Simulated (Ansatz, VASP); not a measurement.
Two plane-wave programs on Cl

```
Cl
1.0
     3.15357    0.00000    0.00000
    -1.57678    2.73107    0.00000
     0.00000    0.00000    5.10878
Cl
2
Direct
  0.33333 0.66667 0.25000
  0.66667 0.33333 0.75000
```

Alike in both runs: task relaxation of cell and atoms; functional LDA; k mesh 15 × 15 × 8; occupations fermi-dirac, width 0.1 eV; no spin polarisation.

|  | VASP | Ansatz |
| --- | --- | --- |
| version | VASP 6.6.1 | Ansatz 0.2.0 |
| potentials or method | VASP PAW LDA potentials, release 64 (Cl) | PAW with Ansatz's default frozen-core files, scalar-relativistic |
| plane-wave cutoff (eV) | 600 | 420 |
| valence electrons in the cell | 14 | 14 |

Ansatz gave:

| Quantity | Value |
| --- | --- |
| relaxed volume (Å³/atom) | 19.49 |
| relaxed cell length with the largest relative difference (Å) | 3.894 |

**Question.** Which values does VASP return?

**Answer.** Relaxed volume (Å³/atom): 19.47; relaxed cell length with the largest relative difference (Å): 3.899.

LDA's correlation is that of Perdew and Zunger in VASP and of Perdew and Wang (1992) in Ansatz.
